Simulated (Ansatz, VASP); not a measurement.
Ta2Si2O in VASP and in Ansatz

```xyz
5
Lattice="3.3278 0.0000 0.0000 0.0000 3.3278 0.0000 0.0000 0.0000 6.5362" Properties=species:S:1:pos:R:3 pbc="T T T"
Ta    0.0000    0.0000    2.5051
Ta    1.6639    1.6639    0.1118
Si    1.6639    0.0000    4.6349
Si    0.0000    1.6639    4.6349
O     1.6639    1.6639    2.1386
```

Alike in both runs: functional PBE; k mesh 6 × 6 × 4; occupations gaussian, width 0.1 eV; no spin polarisation.

Ansatz relaxed the structure, and its values are those at the end. VASP's run is a single point on that final structure, the one shown.

```csv
,VASP,Ansatz
version,VASP 6.6.1,Ansatz 0.2.0
potentials or method,"VASP PAW PBE potentials, release 64 (Ta_pv, Si, O), cutoff 520 eV","scalar-relativistic, plane waves, PAW"
valence electrons in the cell,36,40
```

VASP gave:

```
gap on the k mesh at the Fermi level (eV) : none
pressure (GPa)                            : 0.1
rms of the force components (eV/Å)        : 0.020
```

Task: What did Ansatz give for the same quantities?

Result: gap on the k mesh at the Fermi level (eV): none; pressure (GPa): 0.0; rms of the force components (eV/Å): 0.012.

A gap of «none» marks a metal or a gap that the smearing closes. The functional is the same, so the differences come from potentials, cutoffs and numerics. VASP's potentials hold 36 valence electrons a cell and Ansatz's 40, so a difference there can come from the potentials and not from the codes.

Neither program's run includes spin-orbit coupling.
